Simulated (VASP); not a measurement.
Crystal: Zn.

```xyz
1
Lattice="-1.5690 1.5690 1.5690 1.5690 -1.5690 1.5690 1.5690 1.5690 -1.5690" Properties=species:S:1:pos:R:3 pbc="T T T"
Zn    0.0000    0.0000    0.0000
```

| Property | Result |
| --- | --- |
| Program | VASP 6.6.1 |
| Task | relaxation of cell and atoms |
| Functional | PBEsol |
| Potentials or basis | VASP PAW PBE potentials, release 64 (Zn) |
| Cutoff | 600 eV |
| k mesh | 12 × 12 × 12 |
| Occupations | fermi-dirac, width 0.05 eV |
| Spin | no spin polarisation |

At the start: pressure -4.9 GPa; volume 15.45 Å³/atom.

Task: How do energy, volume and symmetry change on relaxing?

Result: Over 4 steps the energy falls by 19.1 meV/atom and the volume is 14.31 Å³/atom (-7.4 %); space group Im-3m (No. 229, to 0.05 Å).

The path:
```csv
step,energy change (eV),largest force (eV/Å),pressure (GPa),volume (Å³)
1,0.0000,0.0000,-4.95,15.45
2,-0.0190,0.0000,-0.68,14.41
3,-0.0191,0.0000,0.30,14.27
4,-0.0191,0.0000,0.02,14.31
```

Final structure:
```
Zn
1.0
    -1.52955    1.52955    1.52955
     1.52955   -1.52955    1.52955
     1.52955    1.52955   -1.52955
Zn
1
Direct
  0.00000 0.00000 0.00000
```

Caveat: the PAW data sets were made with another functional, which shifts forces and pressure a little.
